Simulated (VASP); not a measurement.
A run of VASP 6.6.1 is set up as follows.

File INCAR:

```
SYSTEM = GaN
PREC = Accurate
ENCUT = 520
EDIFF = 1E-6
ISMEAR = -1
SIGMA = 0.05
LREAL = .FALSE.
LASPH = .TRUE.
NELM = 80
ALGO = Normal
ISIF = 2
LWAVE = .FALSE.
LCHARG = .FALSE.
NBANDS = 16
```

Contents of KPOINTS:

```
regular mesh
0
G
  10 10 10
  0 0 0
```

POSCAR

```
GaN
1.0
    0.0000000000      2.2277008415      2.2277008415
    2.2277008415      0.0000000000      2.2277008415
    2.2277008415      2.2277008415      0.0000000000
Ga N
1 1
Direct
    0.0000000000      0.0000000000      0.0000000000
    0.2500000000      0.2500000000      0.2500000000
```

Potentials or basis: VASP PAW LDA potentials, release 64 (Ga_d, N).

Command:

```bash
$ cat potpaw_LDA.64/Ga_d/POTCAR potpaw_LDA.64/N/POTCAR > POTCAR
$ mpirun -np 1 vasp_std > vasp.out
```

**Question.** Estimate the band gap on the k mesh.

**Answer.** 1.97 eV, direct.

**Question.** Predict the pressure.

**Answer.** 1.1 GPa.

Expect the measured gap to be larger: semilocal functionals such as LDA lack the derivative discontinuity.
